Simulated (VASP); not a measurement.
# Si3Ge2 (P-6m2) in VASP: notebook, part 2 of 2

VASP 6.6.1.

## Step 4: Relaxation of cell and atoms, PBE

This run uses another cell than the first one, of 16.83 Å³/atom.

Contents of INCAR:

```
  PREC = Accurate
  ENCUT = 600
  EDIFF = 1E-7
  ISMEAR = 0
  SIGMA = 0.1
  LREAL = F
  LASPH = T
  NELM = 60
  ALGO = Normal
  ISIF = 3
  LWAVE = F
  LCHARG = F
  GGA = PE
  IBRION = 2
  NSW = 90
  EDIFFG = -0.04
```

Contents of KPOINTS:

```
regular mesh
0
Gamma
  6 6 1
```

Contents of POSCAR:

```
Si3Ge2
1.0
    2.8831710800      0.0000000000      0.0000000000
   -1.4415855400      2.4968994000      0.0000000000
    0.0000000000      0.0000000000     23.3801855700
Si Ge
6 4
Direct
    0.6666666700      0.3333333300      0.8000000000
    0.6666666700      0.3333333300      0.2000000000
    0.3333333300      0.6666666700      0.7000000000
    0.3333333300      0.6666666700      0.9000000000
    0.3333333300      0.6666666700      0.1000000000
    0.3333333300      0.6666666700      0.3000000000
    0.6666666700      0.3333333300      0.0000000000
    0.6666666700      0.3333333300      0.4000000000
    0.6666666700      0.3333333300      0.6000000000
    0.3333333300      0.6666666700      0.5000000000
```

Launch:

```bash
$ cat potpaw_PBE.64/Si/POTCAR potpaw_PBE.64/Ge_d/POTCAR > POTCAR
$ mpirun -np 1 vasp_std > vasp.out
```

Wall time 24 min (1 thread of Intel Xeon Platinum 8488C (Sapphire Rapids), shared host); peak memory 0.36 GiB.

It converged, with:

```
Free energy                           : -45.8939 eV
Relaxed volume                        : 16.80 Å³/atom
Relaxed cell                          : a = 2.964 Å, b = 2.964 Å, c = 22.081 Å, α = 90.00°, β = 90.00°, γ = 120.00°
Space group after relaxing (to 0.1 Å) : P-6m2 (No. 187)
Energy gained by relaxing             : 98.6 meV/atom
Ionic steps                           : 32
Pressure after relaxing               : 0.1 GPa
Largest force after relaxing          : 0.030 eV/Å
Band gap on the k mesh                : zero (bands 40 and 41 overlap by 7.36 eV)
```

Forces in eV/Å, atoms in the order of the input:
```
Si   0.000  0.000  0.008
Si   0.000  0.000 -0.008
Si   0.000  0.000  0.028
Si   0.000  0.000 -0.002
Si   0.000  0.000  0.002
Si   0.000  0.000 -0.028
Ge   0.000  0.000  0.000
Ge   0.000  0.000  0.030
Ge   0.000  0.000 -0.030
Ge   0.000  0.000  0.000
```

The path:
```
step  energy change (eV)  largest force (eV/Å)  pressure (GPa)  volume (Å³)
   1              0.0000                0.4923           -0.82       168.31
   2             -0.4545                0.5460           -0.67       165.94
   3             -0.4550                0.5444           -0.72       166.01
   4             -0.5400                0.4969            0.18       163.96
   5             -0.6306                0.2825            3.01       159.12
   6             -0.6825                0.2133            2.29       160.33
   7             -0.7524                0.1967            0.42       163.96
   8             -0.7541                0.1990            0.16       164.52
   9             -0.7856                0.2222           -0.37       165.85
  10             -0.8318                0.3062           -1.22       168.32
  11             -0.8498                0.3676           -2.01       173.28
  12             -0.8711                0.3542           -1.67       170.59
  13             -0.8740                0.3587           -1.80       171.60
  14             -0.8784                0.5477            0.01       169.08
  15             -0.8931                0.3480           -0.84       170.24
  16             -0.9222                0.2613           -0.05       168.19
  17             -0.9322                0.1767            0.84       166.16
  18             -0.9448                0.1202            0.18       167.33
  19             -0.9464                0.0954           -0.11       167.89
  20             -0.9490                0.0957            0.01       167.84
  21             -0.9490                0.0989            0.01       167.83
  22             -0.9519                0.0962            0.05       167.83
  23             -0.9590                0.0907            0.14       167.82
  24             -0.9645                0.1673            0.36       167.81
  25             -0.9672                0.1478            0.16       168.25
  26             -0.9703                0.0946           -0.45       169.53
  27             -0.9739                0.0869           -0.31       169.28
  28             -0.9762                0.0855           -0.12       168.92
  29             -0.9791                0.0898            0.01       168.46
  30             -0.9806                0.0960            0.23       167.79
  31             -0.9834                0.0647            0.18       167.85
  32             -0.9862                0.0296            0.06       167.96
```

Final structure:
```
CELL_PARAMETERS angstrom
2.96363 0.00000 0.00000
-1.48182 2.56658 0.00000
0.00000 0.00000 22.08095
ATOMIC_POSITIONS crystal
Si 0.66667 0.33333 0.80962
Si 0.66667 0.33333 0.19038
Si 0.33333 0.66667 0.72176
Si 0.33333 0.66667 0.89599
Si 0.33333 0.66667 0.10401
Si 0.33333 0.66667 0.27824
Ge 0.66667 0.33333 0.00000
Ge 0.66667 0.33333 0.37614
Ge 0.66667 0.33333 0.62386
Ge 0.33333 0.66667 0.50000
```

Levels at points of the mesh, in eV from the Fermi level:
```csv
k point,band 37,band 38,band 39,band 40,band 41,band 42
"(0.00, 0.00, 0.00)",5.12,5.12,5.16,5.16,5.76,6.42
"(0.50, 0.00, 0.00)",-3.01,-1.79,-1.09,-0.96,-0.27,1.03
```

Caveat: the k points lie up to 0.41 Å⁻¹ apart in the final cell, too coarse for converged energies and pressures of a metal.

## Step 5: Single point, PBE

This run uses another cell than the first one, of 16.54 Å³/atom.

Contents of INCAR:

```
ALGO = Normal
EDIFF = 1E-7
ENCUT = 520
GGA = PE
ISIF = 2
ISMEAR = 0
LASPH = True
LCHARG = False
LREAL = False
LWAVE = False
NBANDS = 51
NELM = 100
PREC = Accurate
SIGMA = 0.1
```

Contents of KPOINTS:

```
k-points
0
Gamma
  12 12 2
```

Contents of POSCAR:

```
Si3Ge2
1.0
    2.8393957302      0.0000000000      0.0000000000
   -1.4196978651      2.4589888338      0.0000000000
    0.0000000000      0.0000000000     23.6873924004
Si Ge
6 4
Direct
    0.6666666667      0.3333333333      0.8063435058
    0.6666666667      0.3333333333      0.1936564942
    0.3333333333      0.6666666667      0.7165008006
    0.3333333333      0.6666666667      0.8962821291
    0.3333333333      0.6666666667      0.1037178709
    0.3333333333      0.6666666667      0.2834991994
    0.6666666667      0.3333333333      0.0000000000
    0.6666666667      0.3333333333      0.3870500903
    0.6666666667      0.3333333333      0.6129499097
    0.3333333333      0.6666666667      0.5000000000
```

Launch:

```bash
$ cat potpaw_PBE.64/Si/POTCAR potpaw_PBE.64/Ge_d/POTCAR > POTCAR
$ mpirun -np 1 vasp_std > vasp.out
```

It took 6.1 min on 1 thread of Intel Xeon Platinum 8488C (Sapphire Rapids), shared host; peak memory 0.44 GiB.

Results (log left out):

| Item | Value |
| --- | --- |
| Free energy | -45.8630 eV |
| Pressure | 0.0 GPa |
| Largest force | 0.005 eV/Å |
| Band gap on the k mesh | zero (bands 40 and 41 overlap by 9.63 eV) |

Forces on the atoms (eV/Å):
```
Si   0.000  0.000  0.000
Si   0.000  0.000  0.000
Si   0.000  0.000  0.005
Si   0.000  0.000 -0.005
Si   0.000  0.000  0.005
Si   0.000  0.000 -0.005
Ge   0.000  0.000  0.000
Ge   0.000  0.000  0.000
Ge   0.000  0.000  0.000
Ge   0.000  0.000  0.000
```

Levels at points of the mesh, in eV from the Fermi level:
| k point | band 36 | band 37 | band 38 | band 39 | band 40 | band 41 | band 42 | band 43 | band 44 | band 45 |
| --- | --- | --- | --- | --- | --- | --- | --- | --- | --- | --- |
| (0.00, 0.00, 0.00) | 2.68 | 2.98 | 6.06 | 7.02 | 7.02 | 7.06 | 7.06 | 7.57 | 8.11 | 8.11 |
| (0.50, 0.00, 0.00) | -3.61 | -3.39 | -2.60 | -1.95 | -1.60 | -1.13 | 0.74 | 0.82 | 1.49 | 2.13 |
| (0.00, 0.00, 0.50) | 1.02 | 4.57 | 4.86 | 7.02 | 7.02 | 7.06 | 7.06 | 8.12 | 8.12 | 8.27 |
| (0.50, 0.00, 0.50) | -4.01 | -3.02 | -2.46 | -2.31 | -1.83 | -0.48 | 0.02 | 1.10 | 1.49 | 2.33 |

## Step 6: Single point, PBE

This run uses another cell than the first one, of 16.54 Å³/atom.

Contents of INCAR:

```
SYSTEM = Si3Ge2
ALGO = Normal ; EDIFF = 1E-6
ENCUT = 520 ; GGA = PE
ISIF = 2 ; ISMEAR = 0
LASPH = .TRUE. ; LCHARG = .FALSE.
LREAL = .FALSE. ; LWAVE = .FALSE.
NBANDS = 51 ; NELM = 60
PREC = Accurate ; SIGMA = 0.1
```

Contents of KPOINTS:

```
k-points
0
G
  18 18 2
  0 0 0
```

Contents of POSCAR:

```
Si3Ge2
1.0
    2.8303778524      0.0000000000      0.0000000000
   -1.4151889262      2.4511791225      0.0000000000
    0.0000000000      0.0000000000     23.8437474358
Si Ge
6 4
Direct
    0.6666666667      0.3333333333      0.8056808027
    0.6666666667      0.3333333333      0.1943191973
    0.3333333333      0.6666666667      0.7152524123
    0.3333333333      0.6666666667      0.8963721753
    0.3333333333      0.6666666667      0.1036278247
    0.3333333333      0.6666666667      0.2847475877
    0.6666666667      0.3333333333      0.0000000000
    0.6666666667      0.3333333333      0.3872097805
    0.6666666667      0.3333333333      0.6127902195
    0.3333333333      0.6666666667      0.5000000000
```

Potentials or basis: VASP PAW PBE potentials, release 64 (Si, Ge_d).

Launch:

```bash
$ cat potpaw_PBE.64/Si/POTCAR potpaw_PBE.64/Ge_d/POTCAR > POTCAR
$ mpirun -np 1 vasp_std > vasp.out
```

It took 7.3 min on 1 thread of Intel Xeon 6975P-C (Granite Rapids), shared host; peak memory 0.61 GiB.

It converged, with:

```yaml
Free_energy: -45.8157 eV
Pressure: 0.0 GPa
Largest_force: 0.009 eV/Å
Band_gap_on_the_k_mesh: zero (bands 40 and 41 overlap by 9.78 eV)
```

Forces in eV/Å, atoms in the order of the input:
```
Si   0.000  0.000 -0.006
Si   0.000  0.000  0.006
Si   0.000  0.000  0.009
Si   0.000  0.000 -0.001
Si   0.000  0.000  0.001
Si   0.000  0.000 -0.009
Ge   0.000  0.000  0.000
Ge   0.000  0.000  0.002
Ge   0.000  0.000 -0.002
Ge   0.000  0.000  0.000
```

Levels at points of the mesh, in eV from the Fermi level:
```tsv
k point	band 38	band 39	band 40	band 41	band 42	band 43
(0.00, 0.00, 0.00)	5.86	7.19	7.19	7.23	7.23	7.30
(0.50, 0.00, 0.00)	-2.68	-2.04	-1.72	-1.13	0.72	0.75
(0.00, 0.00, 0.50)	4.64	7.19	7.19	7.23	7.23	8.25
(0.50, 0.00, 0.50)	-2.52	-2.39	-1.94	-0.50	-0.03	1.07
```

## Step 7: The runs side by side

| task | cell | k mesh | cutoff (eV) | gap on the mesh (eV) | pressure (GPa) | largest force (eV/Å) |
| --- | --- | --- | --- | --- | --- | --- |
| single point | a = 2.933, b = 2.933, c = 22.440 Å, angles 90.0, 90.0, 120.0°, 10 atoms, atomic positions A | 6 × 6 × 1 | 520 | none | 0.1 | 0.03 |
| single point | a = 2.883, b = 2.883, c = 23.380 Å, angles 90.0, 90.0, 120.0°, 10 atoms, atomic positions B | 6 × 6 × 1 | 520 | none | -1.2 | 0.49 |
| relaxation of cell and atoms | relaxed from a = 2.883, b = 2.883, c = 23.380 Å, angles 90.0, 90.0, 120.0°, 10 atoms, atomic positions B | 6 × 6 × 1 | 600 | none | 0.1 | 0.03 |
| single point | a = 2.839, b = 2.839, c = 23.687 Å, angles 90.0, 90.0, 120.0°, 10 atoms, atomic positions C | 12 × 12 × 2 | 520 | none | 0.0 | - |
| single point | a = 2.830, b = 2.830, c = 23.844 Å, angles 90.0, 90.0, 120.0°, 10 atoms, atomic positions D | 18 × 18 × 2 | 520 | none | 0.0 | 0.01 |

Alike in all rows: level PBE; potentials or basis VASP PAW PBE potentials, release 64 (Si, Ge_d); no spin polarisation; smearing gaussian 0.1 eV.

Caveats: some runs use coarse meshes.

Absolute energies hang on the potentials; compare differences alone.
